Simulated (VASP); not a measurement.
PbO2:

```
CELL_PARAMETERS angstrom
0.00000 2.70199 2.70199
2.70199 0.00000 2.70199
2.70199 2.70199 0.00000
ATOMIC_POSITIONS crystal
Pb 0.00000 0.00000 0.00000
O 0.75000 0.75000 0.75000
O 0.25000 0.25000 0.25000
```

| Item | Value |
| --- | --- |
| Program | VASP 6.6.1 |
| Task | relaxation of cell and atoms |
| Functional | revPBE |
| Potentials or basis | VASP PAW PBE potentials, release 64 (Pb_d, O) |
| Cutoff | 600 eV |
| k mesh | 9 × 9 × 9 |
| Occupations | fermi-dirac, width 0.05 eV |
| Spin | no spin polarisation |

At the start: pressure 3.3 GPa; volume 13.15 Å³/atom.

Problem. Where does the relaxation end?

Solution. Over 3 steps the energy falls by 3.3 meV/atom and the volume is 13.48 Å³/atom (+2.5 %); space group Fm-3m (No. 225, to 0.05 Å).

The path:
```
step  energy change (eV)  largest force (eV/Å)  pressure (GPa)  volume (Å³)
   1              0.0000                0.0000            3.26        39.45
   2             -0.0070                0.0000           -1.61        41.00
   3             -0.0098                0.0000            0.01        40.45
```

Final structure:
```xyz
3
Lattice="0.0000 2.7245 2.7245 2.7245 0.0000 2.7245 2.7245 2.7245 0.0000" Properties=species:S:1:pos:R:3 pbc="T T T"
Pb    0.0000    0.0000    0.0000
O     4.0867    4.0867    4.0867
O     1.3622    1.3622    1.3622
```

Caveat: the PAW data sets were made with another functional, which shifts forces and pressure a little.
